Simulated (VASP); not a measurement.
Write the native input for VASP 6.6.1 that does the following.

```
Task                   : single point
Functional             : PBE
Potentials or basis    : VASP PAW PBE potentials, release 64 (V_sv)
Cutoff                 : 520 eV
k mesh                 : 25 × 25 × 25
Occupations            : fermi-dirac, width 0.0612256 eV
Spin                   : no spin polarisation
Dipole correction      : no
Further INCAR settings : ALGO = Normal; EDIFF = 1e-07; NBANDS = 12
```

The structure of V lies in POSCAR:

```
V
1.0
    0.0000000000      1.8829168543      1.8829168543
    1.8829168543      0.0000000000      1.8829168543
    1.8829168543      1.8829168543      0.0000000000
V
1
Direct
    0.0000000000      0.0000000000      0.0000000000
```

One way to write it, as run:

INCAR

```
PREC = Accurate
ENCUT = 520
EDIFF = 1E-7
ISMEAR = -1
SIGMA = 0.06122561905347299
LREAL = F
LASPH = T
NELM = 60
ALGO = Normal
ISIF = 2
LWAVE = F
LCHARG = F
GGA = PE
NBANDS = 12
```

KPOINTS

```
regular mesh
0
Gamma
  25 25 25
```

Potentials or basis: VASP PAW PBE potentials, release 64 (V_sv).

Launch:

```bash
$ cat potpaw_PBE.64/V_sv/POTCAR > POTCAR
$ mpirun -np 1 vasp_std > vasp.out
```

Results of the run:

* Pressure: 8.0 GPa

Wall time 35 s on 1 thread of Intel Xeon 6975P-C, with other jobs on the host, peak memory 0.18 GiB.
